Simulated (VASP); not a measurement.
La2SnO, 8 atoms in the cell. Symmetry: I4/mcm, No. 140, tetragonal system. The conventional cell has a = 7.983 Å, b = 7.983 Å, c = 6.392 Å, α = 90.00°, β = 90.00°, γ = 90.00°. La (site symmetry m2m) has 2 O at 2.37 Å within 3.1 Å. Within 4.2 Å of Sn (site symmetry 422) lie 2 Sn at 3.20 Å and 8 La at 3.42 Å and 4 O at 3.99 Å. Within 3.2 Å of O (site symmetry -42m) lie 4 La at 2.37 Å and 2 O at 3.20 Å. 

* Program: VASP 6.6.1
* Task: single point
* Functional: PBE
* Potentials or basis: VASP PAW PBE potentials, release 64 (La, Sn_d, O)
* Cutoff: 520 eV
* k mesh: 6 × 6 × 6
* Occupations: gaussian, width 0.1 eV
* Spin: no spin polarisation
* Dipole correction: no
* Further INCAR settings: ALGO = Normal; EDIFF = 1e-06; NBANDS = 52

Potentials or basis: VASP PAW PBE potentials, release 64 (La, Sn_d, O).

Command:

```bash
$ cat potpaw_PBE.64/La/POTCAR potpaw_PBE.64/Sn_d/POTCAR potpaw_PBE.64/O/POTCAR > POTCAR
$ mpirun -np 1 vasp_std > vasp.out
```

Hardware: 1 thread of AMD EPYC 9R45 96-Core Processor (Zen 5), with other jobs on the host.

Problem. How long does it take, and how much memory?

Solution. It took 5.5 min on 1 thread of AMD EPYC 9R45 96-Core Processor (Zen 5), with other jobs on the host, peak memory 0.47 GiB. Counts: scf iterations 16, k points 30.
